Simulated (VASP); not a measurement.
Write the native input for VASP 6.6.1 that does the following.

```
Task                   : single point
Functional             : LDA
Potentials or basis    : VASP PAW LDA potentials, release 64 (Si, O)
Cutoff                 : 520 eV
k mesh                 : 6 × 6 × 4
Occupations            : fermi-dirac, width 0.05 eV
Spin                   : no spin polarisation
Dipole correction      : no
Further INCAR settings : ALGO = Normal; EDIFF = 1e-06; NBANDS = 44
```

The structure of SiO2 lies in POSCAR:

```
SiO2
1.0
    4.9482031432      0.0000000000      0.0000000000
    0.0000000000      4.9482031432      0.0000000000
    0.0000000000      0.0000000000      6.8779796582
Si O
4 8
Direct
    0.8038722269      0.8038722269      0.5000000000
    0.6961277731      0.3038722269      0.2500000000
    0.3038722269      0.6961277731      0.7500000000
    0.1961277731      0.1961277731      0.0000000000
    0.7624864356      0.1123317513      0.4328524222
    0.8876682487      0.2375135644      0.0671475778
    0.1123317513      0.7624864356      0.5671475778
    0.2624864356      0.3876682487      0.8171475778
    0.2375135644      0.8876682487      0.9328524222
    0.7375135644      0.6123317513      0.3171475778
    0.3876682487      0.2624864356      0.1828524222
    0.6123317513      0.7375135644      0.6828524222
```

These files were run (other wordings do the same):

INCAR

```
SYSTEM = SiO2
  PREC = Accurate
  ENCUT = 520
  EDIFF = 1E-6
  ISMEAR = -1
  SIGMA = 0.05
  LREAL = .False.
  LASPH = .True.
  NELM = 100
  ALGO = Normal
  ISIF = 2
  LWAVE = .False.
  LCHARG = .False.
  NBANDS = 44
```

KPOINTS

```
regular mesh
0
Gamma
  6 6 4
  0 0 0
```

Potentials or basis: VASP PAW LDA potentials, release 64 (Si, O).

The run is started by

```console
$ cat potpaw_LDA.64/Si/POTCAR potpaw_LDA.64/O/POTCAR > POTCAR
$ mpirun -np 1 vasp_std > vasp.out
```

It gave:

* Pressure: 0.6 GPa
* Largest force: 0.028 eV/Å
* Band gap on the k mesh: 5.55 eV, direct

Wall time 89 s on 1 thread of Intel(R) Xeon(R) Platinum 8559C (Emerald Rapids), on a shared host, peak memory 0.31 GiB.
